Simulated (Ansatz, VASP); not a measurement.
Two plane-wave programs on Se

```
Se
1.0
     4.06815    0.00000    0.00000
    -2.03407    3.52312    0.00000
     0.00000    0.00000    5.12773
Se
3
Cartesian
  1.0062 0.0000 1.7092
  -0.5031 0.8714 3.4185
  1.5310 2.6517 0.0000
```

Alike in both runs: functional PBE; dispersion D3(BJ); k mesh 9 × 9 × 6; occupations gaussian, width 0.02 eV; no spin polarisation.

Ansatz relaxed the structure, and its values are those at the end. VASP's run is a single point on that final structure, the one shown.

|  | VASP | Ansatz |
| --- | --- | --- |
| version | VASP 6.6.1 | Ansatz 0.2.0 |
| potentials or method | VASP PAW PBE potentials, release 64 (Se), cutoff 520 eV | scalar-relativistic, plane waves, PAW |
| valence electrons in the cell | 18 | 48 |

```csv
,VASP,Ansatz,Ansatz less VASP
gap on the k mesh at the Fermi level (eV),0.53,0.54,+0.010
least direct gap on the mesh (eV),0.53,0.54,+0.010
pressure (GPa),0.1,0.0,-0.10
rms of the force components (eV/Å),0.011,0.001,-0.0092
```

VASP's potentials hold 18 valence electrons a cell and Ansatz's 48, so a difference there can come from the potentials and not from the codes.
